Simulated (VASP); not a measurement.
# Au (Pm-3m) in VASP: a series of runs, part 2 of 2

VASP 6.6.1. Earlier steps stand in the parts before.

## (3) Single point, RPBE (volume scaled by 0.92)

INCAR

```
PREC = Accurate ; ENCUT = 520
EDIFF = 1E-6 ; ISMEAR = -1
SIGMA = 0.1 ; LREAL = False
LASPH = True ; NELM = 60
ALGO = Normal ; ISIF = 2
LWAVE = False ; LCHARG = True
GGA = RP ; LELF = True
LVHAR = True ; NBANDS = 12
```

KPOINTS

```
Automatic mesh
0
Gamma
  13 13 13
```

POSCAR

```
Au
1.0
    2.7028976190      0.0000000000      0.0000000000
    0.0000000000      2.7028976190      0.0000000000
    0.0000000000      0.0000000000      2.7028976190
Au
1
Direct
    0.0000000000      0.0000000000      0.0000000000
```

Potentials or basis: VASP PAW PBE potentials, release 64 (Au).

Launch:

```
$ cat potpaw_PBE.64/Au/POTCAR > POTCAR
$ mpirun -np 1 vasp_std > vasp.out
```

OUTCAR:

```text
PREC = Accurate
   ENCUT = 520
   EDIFF = 1E-6
   ISMEAR = -1
   LREAL = False
   LASPH = True
   NELM = 60
   ISIF = 2
   GGA = RP

 ion  position               nearest neighbor table
   1  0.000  0.000  0.000-

  LATTYP: Found a simple cubic cell.
 ALAT       =     2.7028976190

  Lattice vectors:

 A1 = (   2.7028976190,   0.0000000000,   0.0000000000)
 A2 = (   0.0000000000,   2.7028976190,   0.0000000000)
 A3 = (   0.0000000000,   0.0000000000,   2.7028976190)

Analysis of symmetry for initial positions (statically):
=====================================================================
 Subroutine PRICEL returns:
 Original cell was already a primitive cell.

 Routine SETGRP: Setting up the symmetry group for a
 simple cubic supercell.

 Subroutine GETGRP returns: Found 48 space group operations
 (whereof 48 operations were pure point group operations)
 out of a pool of 48 trial point group operations.

The static configuration has the point symmetry O_h .

Analysis of symmetry for dynamics (positions and initial velocities):
=====================================================================
 Subroutine PRICEL returns:
 Original cell was already a primitive cell.

 Routine SETGRP: Setting up the symmetry group for a
 simple cubic supercell.

 Subroutine GETGRP returns: Found 48 space group operations
 (whereof 48 operations were pure point group operations)
 out of a pool of 48 trial point group operations.

The dynamic configuration has the point symmetry O_h .

 Subroutine INISYM returns: Found 48 space group operations
 (whereof 48 operations are pure point group operations),
 and found     1 'primitive' translations

----------------------------------------------------------------------------------------

                                     Primitive cell

[... 105 lines left out ...]
   IALGO  =     38    algorithm
   IMIX   =      4    mixing-type and parameters
     AMIX     =   0.40;   BMIX     =  1.00
     AMIX_MAG =   1.60;   BMIX_MAG =  1.00
  volume/ion in A,a.u.               =      19.75       133.26
  Fermi-wavevector in a.u.,A,eV,Ry     =   1.347026  2.545511 24.687503  1.814480
  Thomas-Fermi vector in A             =   2.474811
   LORBIT       =      0    0 simple, 1 ext, 2 COOP (PROOUT), +10 PAW based schemes
   GGA     = RP    functional components
   LHFCALC =     F    Hartree Fock is set to
   AEXX    =    0.0000 exact exchange contribution
   IVDW    =     0    specifies the selected vdW correction
   LEPSILON=     F    determine dielectric tensor
   LRPA    =     F    only Hartree local field effects (RPA)
 non-spin polarized calculation
  energy-cutoff  :      520.00
  volume of cell :       19.75
 maximum number of plane-waves:       543
   NGX = 11   NGY = 11   NGZ = 11

 number of electron      10.9999999 magnetization

 Free energy of the ion-electron system (eV)
  ---------------------------------------------------
  ext. energy  EPLUGINS =         0.00000000
  ---------------------------------------------------
  free energy    TOTEN  =        -2.42862739 eV

  energy without entropy =       -2.41825768  energy(sigma->0) =       -2.42344254

 E-fermi :   6.9998     XC(G=0): -11.6018

 val. band max:        6.8665560386   @ k =   0.4615   0.0769   0.0769
 cond. band min:       7.1902949110   @ k =   0.3846   0.2308   0.2308
 fundamental gap:      0.3237388724
 Fermi energy:         6.9997962587

 k-point     1 :       0.0000    0.0000    0.0000
  band No.  band energies     occupation
      1      -1.0668      2.00000
      2       1.1066      2.00000
      3       1.1066      2.00000
      4       5.6031      2.00000
      5       5.6031      2.00000
      6       5.6031      2.00000
      7      21.2210      0.00000
      8      21.2210      0.00000
      9      21.2210      0.00000
     10      26.2770      0.00000
     11      28.7407      0.00000
     12      28.7407      0.00000
[... 331 lines left out ...]
 k-point    24 :       0.3846    0.3077    0.0000
  band No.  band energies     occupation
      1       1.5949      2.00000
      2       1.9788      2.00000
      3       4.3745      2.00000
      4       4.3978      2.00000
      5       4.7201      2.00000
      6       6.6605      1.93494
      7      12.9397      0.00000
      8      17.2615      0.00000
      9      22.2605      0.00000
     10      26.9449      0.00000
     11      29.1472      0.00000
     12      29.9352      0.00000

 [... further k-points ...]
[... 5 lines left out ...]
  --------------------------------------------------------------------------------------
  -------------------------------------------------------------------------------------
  Total        1.1495540      1.1495540      1.1495540      0.0000000      0.0000000      0.0000000
  in kB       93.2719785     93.2719785     93.2719785      0.0000000      0.0000000      0.0000000
  external PRESSURE =      93.2719785 kB  Pullay stress =       0.0000000 kB

 VOLUME and BASIS-vectors are now :
 -----------------------------------------------------------------------------
  energy-cutoff  :      520.00
  volume of cell :       19.75
      direct lattice vectors                 reciprocal lattice vectors
     2.702897619  0.000000000  0.000000000     0.369973318  0.000000000  0.000000000
     0.000000000  2.702897619  0.000000000     0.000000000  0.369973318  0.000000000
     0.000000000  0.000000000  2.702897619     0.000000000  0.000000000  0.369973318

 POSITION                                       TOTAL-FORCE (eV/Angst)
 -----------------------------------------------------------------------------------
      0.00000      0.00000      0.00000         0.000000      0.000000      0.000000
 -----------------------------------------------------------------------------------
    total drift:                                0.000000      0.000000      0.000000

  FREE ENERGIE OF THE ION-ELECTRON SYSTEM (eV)
  ---------------------------------------------------
  free  energy   TOTEN  =        -2.4286273930 eV

  energy  without entropy=       -2.4182576804  energy(sigma->0) =       -2.42344254
```

OSZICAR:

```text
N       E                     dE             d eps       ncg     rms          rms(c)
DAV:   1     0.483140995624E+02    0.48314E+02   -0.54244E+03  2128   0.799E+02
DAV:   2    -0.200403950751E+01   -0.50318E+02   -0.47701E+02  2372   0.181E+02
DAV:   3    -0.266235222826E+01   -0.65831E+00   -0.65769E+00  2404   0.199E+01
DAV:   4    -0.266516731690E+01   -0.28151E-02   -0.28149E-02  2264   0.147E+00
DAV:   5    -0.266519395253E+01   -0.26636E-04   -0.26636E-04  2424   0.140E-01    0.730E+00
DAV:   6    -0.244007217542E+01    0.22512E+00   -0.69080E-01  2084   0.649E+00    0.509E+00
DAV:   7    -0.243054622363E+01    0.95260E-02   -0.20444E-02  2380   0.118E+00    0.271E+00
DAV:   8    -0.242861638786E+01    0.19298E-02   -0.11783E-03  2276   0.266E-01    0.953E-02
DAV:   9    -0.242861863158E+01   -0.22437E-05   -0.47033E-05  2284   0.534E-02    0.154E-02
DAV:  10    -0.242862743954E+01   -0.88080E-05   -0.67049E-06  2324   0.248E-02    0.897E-04
DAV:  11    -0.242862739300E+01    0.46542E-07   -0.58025E-08  1224   0.162E-03
   1 F= -.24286274E+01 E0= -.24234425E+01  d E =-.103697E-01
```

It took 9.4 s on 1 thread of Intel Xeon Platinum 8488C (Sapphire Rapids), shared host; peak memory 0.13 GiB.

What came out:

| Property | Result |
| --- | --- |
| Free energy | -2.4286 eV |
| Pressure | 9.3 GPa |

Caveat: the cell differs from its parent crystal (volume scaled by 0.92); the PAW data sets were made with another functional, which shifts forces and pressure a little; spin-orbit coupling is left out, which moves the levels of the heavy elements.

## (4) Single point, RPBE (volume scaled by 0.96)

INCAR

```
  PREC = Accurate
  ENCUT = 520
  EDIFF = 1E-6
  ISMEAR = -1
  SIGMA = 0.1
  LREAL = F
  LASPH = T
  NELM = 100
  ALGO = Normal
  ISIF = 2
  LWAVE = F
  LCHARG = F
  GGA = RP
  NBANDS = 12
```

KPOINTS

```
regular mesh
0
Gamma
  13 13 13
```

POSCAR

```
Au
1.0
    2.7415156597      0.0000000000      0.0000000000
    0.0000000000      2.7415156597      0.0000000000
    0.0000000000      0.0000000000      2.7415156597
Au
1
Direct
    0.0000000000      0.0000000000      0.0000000000
```

Launch:

```
$ cat potpaw_PBE.64/Au/POTCAR > POTCAR
$ mpirun -np 1 vasp_std > vasp.out
```

Run time: 7.3 s. Hardware: 1 thread of Intel Xeon Platinum 8488C (Sapphire Rapids), shared host; peak memory 0.14 GiB.

The run converged. Its results:

```yaml
Free_energy: -2.4642 eV
Pressure: 4.0 GPa
```

Levels at points of the mesh, in eV from the Fermi level:
| k point | band 4 | band 5 | band 6 | band 7 | band 8 | band 9 |
| --- | --- | --- | --- | --- | --- | --- |
| (0.00, 0.00, 0.00) | -1.41 | -1.41 | -1.41 | 13.97 | 13.97 | 13.97 |

Caveat: the cell differs from its parent crystal (volume scaled by 0.96); the PAW data sets were made with another functional, which shifts forces and pressure a little; spin-orbit coupling is left out, which moves the levels of the heavy elements.

## (5) Single point, RPBE

This run uses another cell than the first one, of 21.46 Å³/atom, 1.136 times its volume.

INCAR

```
PREC = Accurate
ENCUT = 520
EDIFF = 1E-7
ISMEAR = -1
SIGMA = 0.1
LREAL = False
LASPH = True
NELM = 60
ALGO = Normal
ISIF = 2
LWAVE = False
LCHARG = False
GGA = RP
NBANDS = 12
```

KPOINTS

```
Automatic mesh
0
Gamma
  12 12 12
```

POSCAR

```
Au
1.0
    2.7790753360      0.0000000000      0.0000000000
    0.0000000000      2.7790753360      0.0000000000
    0.0000000000      0.0000000000      2.7790753360
Au
1
Direct
    0.0000000000      0.0000000000      0.0000000000
```

Launch:

```
$ cat potpaw_PBE.64/Au/POTCAR > POTCAR
$ mpirun -np 1 vasp_std > vasp.out
```

Wall time 8.5 s (1 thread of Intel Xeon Platinum 8488C (Sapphire Rapids), shared host); peak memory 0.15 GiB.

The run converged. Its results:

| Item | Value |
| --- | --- |
| Free energy | -2.4730 eV |
| Pressure | -0.1 GPa |

Levels at points of the mesh, in eV from the Fermi level:
```tsv
k point	band 3	band 4	band 5	band 6	band 7	band 8
(0.00, 0.00, 0.00)	-5.42	-1.51	-1.51	-1.51	13.66	13.66
(0.50, 0.00, 0.00)	-2.84	-2.84	-1.39	-0.27	1.86	16.25
(0.50, 0.50, 0.00)	-2.60	-2.60	-0.43	3.86	3.86	6.05
(0.50, 0.50, 0.50)	-4.72	-0.34	-0.34	8.25	8.25	8.25
```

Caveat: the PAW data sets were made with another functional, which shifts forces and pressure a little; spin-orbit coupling is left out, which moves the levels of the heavy elements.

## (6) Single point, RPBE

This run uses another cell than the first one, of 21.46 Å³/atom, 1.136 times its volume.

INCAR

```
SYSTEM = Au
ALGO = Normal ; EDIFF = 1E-6
ENCUT = 520 ; GGA = RP
ISIF = 2 ; ISMEAR = -1
LASPH = .True. ; LCHARG = .False.
LREAL = .False. ; LWAVE = .False.
NBANDS = 12 ; NELM = 100
PREC = Accurate ; SIGMA = 0.1
```

KPOINTS

```
k-points
0
Gamma
  13 13 13
  0 0 0
```

POSCAR is that of step 5.

Potentials or basis: VASP PAW PBE potentials, release 64 (Au).

Launch:

```
$ cat potpaw_PBE.64/Au/POTCAR > POTCAR
$ mpirun -np 1 vasp_std > vasp.out
```

Wall time 7.6 s (1 thread of Intel Xeon Platinum 8488C (Sapphire Rapids), shared host); peak memory 0.15 GiB.

It converged, with:

| Property | Result |
| --- | --- |
| Free energy | -2.4746 eV |
| Pressure | -0.2 GPa |

Levels at points of the mesh, in eV from the Fermi level:
```
           k point  band 3  band 4  band 5  band 6  band 7  band 8  band 9  band 10
(0.00, 0.00, 0.00)   -5.36   -1.44   -1.44   -1.44   13.72   13.72   13.72    18.37
```

Caveat: the PAW data sets were made with another functional, which shifts forces and pressure a little; spin-orbit coupling is left out, which moves the levels of the heavy elements.

## (7) The runs side by side

| cell | k mesh | gap on the mesh (eV) | pressure (GPa) |
| --- | --- | --- | --- |
| a = 2.663 Å, 1 atom | 13 × 13 × 13 | none | 16.4 |
| a = 2.703 Å, 1 atom | 13 × 13 × 13 | none | 9.3 |
| a = 2.742 Å, 1 atom | 13 × 13 × 13 | none | 4.0 |
| a = 2.779 Å, 1 atom | 12 × 12 × 12 | none | -0.1 |
| a = 2.779 Å, 1 atom | 13 × 13 × 13 | none | -0.2 |

Alike in all rows: task single point; level RPBE; potentials or basis VASP PAW PBE potentials, release 64 (Au); no spin polarisation; cutoff (eV) 520; smearing fermi-dirac 0.1 eV.

Caveats: the PAW data sets were made with another functional, which shifts forces and pressure a little; spin-orbit coupling is left out, which moves the levels of the heavy elements.

Total energies depend on the potentials used, so only differences within one code and one set of settings carry meaning.
